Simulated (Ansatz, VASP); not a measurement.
# One calculation of Te2Mo, two programs

```
CELL_PARAMETERS angstrom
3.56023 0.00000 0.00000
-1.78012 3.08325 0.00000
0.00000 0.00000 17.52406
ATOMIC_POSITIONS crystal
Te 0.33333 0.66667 0.89786
Te 0.33333 0.66667 0.10214
Mo 0.02432 0.04865 0.00000
```

Alike in both runs: task single point; functional LDA; k mesh 12 × 12 × 2; occupations gaussian, width 0.05 eV; no spin polarisation.

```csv
,VASP,Ansatz
version,VASP 6.6.1,Ansatz 0.2.0
potentials or method,"VASP PAW LDA potentials, release 64 (Te, Mo_sv), cutoff 520 eV","scalar-relativistic, plane waves, PAW"
valence electrons in the cell,26,46
```

```tsv
	VASP	Ansatz	Ansatz less VASP
gap on the k mesh at the Fermi level (eV)	1.04	1.04	0.000
least direct gap on the mesh (eV)	1.04	1.04	0.000
rms of the force components (eV/Å)	0.868	0.868	+0.0004
```

LDA's correlation is that of Perdew and Zunger in VASP and of Perdew and Wang (1992) in Ansatz. Atom by atom the forces differ by 0.025 eV/Å (rms over components). VASP's potentials hold 26 valence electrons a cell and Ansatz's 46, so a difference there can come from the potentials and not from the codes.

Neither program's run includes spin-orbit coupling.
